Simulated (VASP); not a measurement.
Crystal: CsBr2.

```
Cs Br
1.0
     2.17988    1.25855    6.58379
    -2.17988    1.25855    6.58379
     0.00000   -2.51711    6.58379
Cs Br
1 2
Direct
  0.00000 0.00000 0.00000
  0.75000 0.75000 0.75000
  0.25000 0.25000 0.25000
```

| Item | Value |
| --- | --- |
| Program | VASP 6.6.1 |
| Task | relaxation of cell and atoms |
| Functional | PBE |
| Potentials or basis | VASP PAW PBE potentials, release 64 (Cs_sv, Br) |
| Cutoff | 600 eV |
| k mesh | 6 × 6 × 6 |
| Occupations | gaussian, width 0.1 eV |
| Spin | no spin polarisation |

At the start: pressure 10.9 GPa; volume 36.13 Å³/atom.

Question: Where does the relaxation end?

Answer: Over 14 steps the energy falls by 643.7 meV/atom and the volume is 51.23 Å³/atom (+41.8 %); space group R-3m (No. 166, to 0.1 Å) before and after.

Step by step:
```csv
step,energy change (eV),largest force (eV/Å),pressure (GPa),volume (Å³)
1,0.0000,1.9902,10.88,108.38
2,-1.5147,0.3403,1.27,151.50
3,-1.5867,0.1765,0.55,161.66
4,-1.6090,0.0452,-0.31,183.30
5,-1.6159,0.0066,-0.13,176.88
6,-1.6161,0.0210,-0.07,175.29
7,-1.6315,0.0335,-0.07,174.71
8,-1.6775,0.0658,-0.08,172.66
9,-1.7710,0.1033,-0.10,167.28
10,-1.9292,0.0237,0.13,151.00
11,-1.9237,0.0380,0.31,148.42
12,-1.9292,0.0085,0.18,150.25
13,-1.9293,0.0110,-0.14,157.08
14,-1.9311,0.0024,0.01,153.68
```

Final structure:
```
Cs Br
1.0
     2.95906    1.70841    5.06648
    -2.95906    1.70841    5.06648
     0.00000   -3.41682    5.06648
Cs Br
1 2
Direct
  0.00000 0.00000 0.00000
  0.75863 0.75863 0.75863
  0.24137 0.24137 0.24137
```

Caveat: the volume moved by over 15 % at a fixed basis, so the end points are rough; an odd number of electrons without spin polarisation forces a metal; a magnetic or distorted state may lie lower.
